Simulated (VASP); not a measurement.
Input of a VASP 6.6.1 run:

INCAR

```
SYSTEM = BiPt3
PREC = Accurate ; ENCUT = 520
EDIFF = 1E-6 ; ISMEAR = -1
SIGMA = 0.15 ; LREAL = .FALSE.
LASPH = .TRUE. ; NELM = 100
ALGO = Normal ; ISIF = 2
LWAVE = .FALSE. ; LCHARG = .TRUE.
GGA = PE ; LELF = .TRUE.
LVHAR = .TRUE. ; NBANDS = 30
```

The input KPOINTS:

```
Automatic mesh
0
G
  6 6 6
  0 0 0
```

The input POSCAR:

```
BiPt3
1.0
    4.3216407034      0.0000000000      0.0000000000
    0.0000000000      4.3216407034      0.0000000000
    0.0000000000      0.0000000000      4.3216407034
Bi Pt
1 3
Direct
    0.0000000000      0.0000000000      0.0000000000
    0.0000000000      0.5000000000      0.5000000000
    0.5000000000      0.0000000000      0.5000000000
    0.5000000000      0.5000000000      0.0000000000
```

Potentials or basis: VASP PAW PBE potentials, release 64 (Bi_d, Pt).

The run is started by

```console
$ cat potpaw_PBE.64/Bi_d/POTCAR potpaw_PBE.64/Pt/POTCAR > POTCAR
$ mpirun -np 1 vasp_std > vasp.out
```

**Question.** Estimate the pressure.

**Answer.** -12.6 GPa.
